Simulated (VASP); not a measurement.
Runs of VASP 6.6.1 on SrCl2. The structure is that of space group R3m (No. 160), or close to it. The cells are those of the table. 

```csv
level,cell,smearing,gap on the mesh (eV),pressure (GPa),largest force (eV/Å)
PBE,"a = 6.763 Å, angles 35.9°, 3 atoms",fermi-dirac 0.02 eV,4.42,1.0,-
r2SCAN,"a = 6.763 Å, angles 35.9°, 3 atoms",gaussian 0.01 eV,4.96,0.4,0.01
r2SCAN,"a = 6.854 Å, angles 36.9°, 3 atoms",gaussian 0.01 eV,4.65,-1.3,0.01
r2SCAN,"a = 6.740 Å, angles 34.6°, 3 atoms",gaussian 0.01 eV,(b),2.5,0.01
PBE,"a = 6.740 Å, angles 34.6°, 3 atoms",fermi-dirac 0.02 eV,(a),3.2,0.01
```

Alike in all rows: task single point; potentials or basis VASP PAW PBE potentials, release 64 (Sr_sv, Cl); no spin polarisation; k mesh 8 × 8 × 8; cutoff (eV) 520.

Question: Estimate the missing entries.

Answer: (a) 4.58; (b) 5.00.

Caveats: the PAW data sets were made with another functional, which shifts forces and pressure a little (some runs).

A k mesh can miss the band edges, and the runs leave out spin-orbit coupling on Sr.
